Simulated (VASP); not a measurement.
Runs of VASP 6.6.1 on ZnS. The structure is that of space group F-43m (No. 216), or close to it. The cells are those of the table. 

```tsv
task	cell	cutoff (eV)	gap on the mesh (eV)	pressure (GPa)
relaxation of cell and atoms	relaxed to 40 GPa from a = 3.821 Å, angles 60.0°, 2 atoms	600	2.41	40.2
relaxation of cell and atoms	relaxed to 10 GPa from a = 3.821 Å, angles 60.0°, 2 atoms	600	2.53	9.9
single point	a = 3.456 Å, angles 60.0°, 2 atoms	520	2.41	40.4
relaxation of cell and atoms	relaxed from a = 3.821 Å, angles 60.0°, 2 atoms	600	2.08	0.0
relaxation of cell and atoms	relaxed to 30 GPa from a = 3.821 Å, angles 60.0°, 2 atoms	600	2.56	30.1
single point	a = 3.787 Å, angles 60.0°, 2 atoms	520	2.10	0.2
single point	a = 3.576 Å, angles 60.0°, 2 atoms	520	2.72	(a)
single point	a = 3.662 Å, angles 60.0°, 2 atoms	520	2.55	10.2
relaxation of cell and atoms	relaxed to 20 GPa from a = 3.821 Å, angles 60.0°, 2 atoms	600	(b)	19.8
single point	a = 3.510 Å, angles 60.0°, 2 atoms	520	2.55	30.4
```

Alike in all rows: level PBEsol; potentials or basis VASP PAW PBE potentials, release 64 (Zn, S); no spin polarisation; k mesh 8 × 8 × 8; smearing methfessel-paxton 0.02 eV.

Task: Fill in the values left out.

Result: (a) 20.3; (b) 2.73.

Caveats: the PAW data sets were made with another functional, which shifts forces and pressure a little; the cell is relaxed towards a set pressure, so the enthalpy falls and the energy may rise (some runs).

A k mesh can miss the band edges.
